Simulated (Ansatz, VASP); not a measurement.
GaCo: VASP beside Ansatz

```
Ga Co
1.0
     2.87800    0.00000    0.00000
     0.00000    2.87800    0.00000
     0.00000    0.00000    2.87800
Ga Co
1 1
Cartesian
  1.4390 1.4390 1.4390
  0.0000 0.0000 0.0000
```

Alike in both runs: task relaxation of cell and atoms; functional revPBE; k mesh 9 × 9 × 9; occupations methfessel-paxton of order 1, width 0.2 eV; collinear spin; Hubbard terms Co d U = 3.5 eV.

|  | VASP | Ansatz |
| --- | --- | --- |
| version | VASP 6.6.1 | Ansatz 0.2.0 |
| potentials or method | VASP PAW PBE potentials, release 64 (Ga_d, Co) | Ansatz PAW |
| plane-wave cutoff (eV) | 600 | 420 |
| valence electrons in the cell | 22 | 30 |

Ansatz gave:

```
gap on the k mesh at the Fermi level, each at its own relaxed structure (eV) : none
net moment per atom (μB)                                                     : 0.74
size of the moment on the site where the two differ most (μB)                : 0.06
relaxed volume (Å³/atom)                                                     : 13.98
relaxed cell length with the largest relative difference (Å)                 : 3.035
```

Task: What did VASP give for the same quantities?

Result: gap on the k mesh at the Fermi level, each at its own relaxed structure (eV): none; net moment per atom (μB): 0.74; size of the moment on the site where the two differ most (μB): 0.08; relaxed volume (Å³/atom): 13.71; relaxed cell length with the largest relative difference (Å): 3.015.

VASP's potentials were made for PBE, not for revPBE. Site moments also hang on the region over which each program counts them. The programs project onto different local orbitals, so the same U acts differently, and such runs can settle in different states. A gap of «none» marks a metal or a gap that the smearing closes. VASP's potentials hold 22 valence electrons a cell and Ansatz's 30, so a difference there can come from the potentials and not from the codes.

Noted on VASP's run: the volume moved by over 15 % at a fixed basis, so the end points are rough. Noted on Ansatz's run: the magnetic or orbital state may not be the lowest; the volume moved by over 15 % at a fixed basis, so the end points are rough; the plane-wave basis is chosen anew once the cell has moved, so the energies of steps on either side of that aren't comparable.
